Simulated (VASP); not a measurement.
The system is Cd.

```
Cd
1.0
     0.00000    1.94577    1.94577
     1.94577    0.00000    1.94577
     1.94577    1.94577    0.00000
Cd
1
Direct
  0.00000 0.00000 0.00000
```

This isn't the form of Cd at room conditions, which is hcp.

| Item | Value |
| --- | --- |
| Program | VASP 6.6.1 |
| Task | relaxation of cell and atoms |
| Functional | PBE |
| Potentials or basis | VASP PAW PBE potentials, release 64 (Cd_sv_GW) |
| Cutoff | 630 eV |
| k mesh | 8 × 8 × 8 |
| Occupations | gaussian, width 0.1 eV |
| Spin | no spin polarisation |

At the start: pressure 63.6 GPa; volume 14.73 Å³/atom.

Q: How do energy, volume and symmetry change on relaxing?

A: Over 4 steps the energy falls by 894.7 meV/atom and the volume is 21.55 Å³/atom (+46.3 %); space group Fm-3m (No. 225, to 0.1 Å) before and after.

The path:
```tsv
step	energy change (eV)	largest force (eV/Å)	pressure (GPa)	volume (Å³)
1	0.0000	0.0000	63.61	14.73
2	-0.6346	0.0000	-5.37	31.06
3	-0.8944	0.0000	-0.54	21.71
4	-0.8947	0.0000	-0.15	21.55
```

Final structure:
```xyz
1
Lattice="0.0000 2.2088 2.2088 2.2088 0.0000 2.2088 2.2088 2.2088 0.0000" Properties=species:S:1:pos:R:3 pbc="T T T"
Cd    0.0000    0.0000    0.0000
```

Caveat: the volume moved by over 15 % at a fixed basis, so the end points are rough.
